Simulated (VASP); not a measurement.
Set up this calculation in VASP 6.6.1, as the native input.

```
Task                   : single point
Functional             : PBEsol
Potentials or basis    : VASP PAW PBE potentials, release 64 (In_d, Sb)
Cutoff                 : 500 eV
k mesh                 : 8 × 8 × 8
Occupations            : fermi-dirac, width 0.15 eV
Spin                   : no spin polarisation
Dipole correction      : no
Further INCAR settings : ALGO = Normal; EDIFF = 1e-06; NBANDS = 16
```

The structure of InSb lies in POSCAR:

```
InSb
1.0
    0.0000000000      3.2611000000      3.2611000000
    3.2611000000      0.0000000000      3.2611000000
    3.2611000000      3.2611000000      0.0000000000
In Sb
1 1
Direct
    0.0000000000      0.0000000000      0.0000000000
    0.2500000000      0.2500000000      0.2500000000
```

This cell differs from its parent crystal: volume scaled by 1.000 of the coarse rest volume.

The input as run:

INCAR

```
SYSTEM = InSb
PREC = Accurate ; ENCUT = 500
EDIFF = 1E-6 ; ISMEAR = -1
SIGMA = 0.15 ; LREAL = .False.
LASPH = .True. ; NELM = 120
ALGO = Normal ; ISIF = 2
LWAVE = .False. ; LCHARG = .False.
GGA = PS ; NBANDS = 16
GGA_COMPAT = .False.
```

KPOINTS

```
regular mesh
0
Gamma
  8 8 8
  0 0 0
```

Potentials or basis: VASP PAW PBE potentials, release 64 (In_d, Sb).

Run with:

```sh
$ cat potpaw_PBE.64/In_d/POTCAR potpaw_PBE.64/Sb/POTCAR > POTCAR
$ mpirun -np 1 vasp_std > vasp.out
```

It gave:

The pressure is 0.0 GPa. The band gap on the k mesh is zero (filled and empty bands touch).

Caveat: the PAW data sets were made with another functional, which shifts forces and pressure a little; spin-orbit coupling is left out, which moves the levels of the heavy elements.

It took 13 s on 1 thread of Intel(R) Xeon(R) 6975P-C (Granite Rapids) (shared host), peak memory 0.21 GiB.
